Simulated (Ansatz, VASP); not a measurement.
Bi in VASP and in Ansatz

File INCAR:

```
SYSTEM = Bi
PREC = Accurate ; ENCUT = 520
EDIFF = 1E-6 ; ISMEAR = -1
SIGMA = 0.1 ; LREAL = .FALSE.
LASPH = .TRUE. ; NELM = 100
ALGO = Normal ; ISIF = 2
LWAVE = .FALSE. ; LCHARG = .TRUE.
GGA = PE ; LELF = .TRUE.
LVHAR = .TRUE. ; NBANDS = 38
```

Contents of KPOINTS:

```
regular mesh
0
G
  12 12 3
  0 0 0
```

File POSCAR:

```
Bi
1.0
    3.6167849730      0.0000000000      0.0000000000
   -1.8083924865      3.1322276666      0.0000000000
    0.0000000000      0.0000000000     12.0955319509
Bi
4
Direct
    1.0000000000      0.0000000000      0.0000000000
    0.0000000000      0.0000000000      0.5000000000
    0.3333333333      0.6666666667      0.2500000000
    0.6666666667      0.3333333333      0.7500000000
```

Input for Ansatz:

```yaml
crystal:
  lattice:
    - [3.616784973, 0.0, 0.0]
    - [-1.8083924865, 3.1322276666, 0.0]
    - [0.0, 0.0, 12.0955319509]
  atoms:
    - { symbol: Bi, position: [1.0, 0.0, 0.0] }
    - { symbol: Bi, position: [0.0, 0.0, 0.5] }
    - { symbol: Bi, position: [0.3333333333, 0.6666666667, 0.25] }
    - { symbol: Bi, position: [0.6666666667, 0.3333333333, 0.75] }
hamiltonian:
  xc: pbe
  pseudopotentials:
    kind: paw
    azcp:
      Bi: "pseudopotentials/Bi.paw.azcp"
basis:
  ecutwfc: 420
  fft_grid_basis: typed
kpoints:
  mp_grid: { grid: [12, 12, 3], shift: [0, 0, 0] }
magnetization:
  spin_polarized: false
scf:
  occupations: { method: fermi_dirac, width: 0.1 }
  lower_state_search: "off"
output:
  stress: true
```

Alike in both runs: task single point; functional PBE; k mesh 12 × 12 × 3; occupations fermi-dirac, width 0.1 eV; no spin polarisation.

```csv
,VASP,Ansatz
version,VASP 6.6.1,Ansatz 0.2.0
potentials or method,"VASP PAW PBE potentials, release 64 (Bi_d), cutoff 520 eV","plane waves (420 eV) with PAW, scalar-relativistic"
valence electrons in the cell,60,60
```

VASP gave:

| Quantity | Value |
| --- | --- |
| pressure (GPa) | -3.5 |
| traceless stress, the component that is largest in VASP (GPa) | 0.29 |

Problem. What did Ansatz give for the same quantities?

Solution. Pressure (GPa): -3.4; traceless stress, the component that is largest in VASP (GPa): 0.29.

Neither program's run includes spin-orbit coupling.
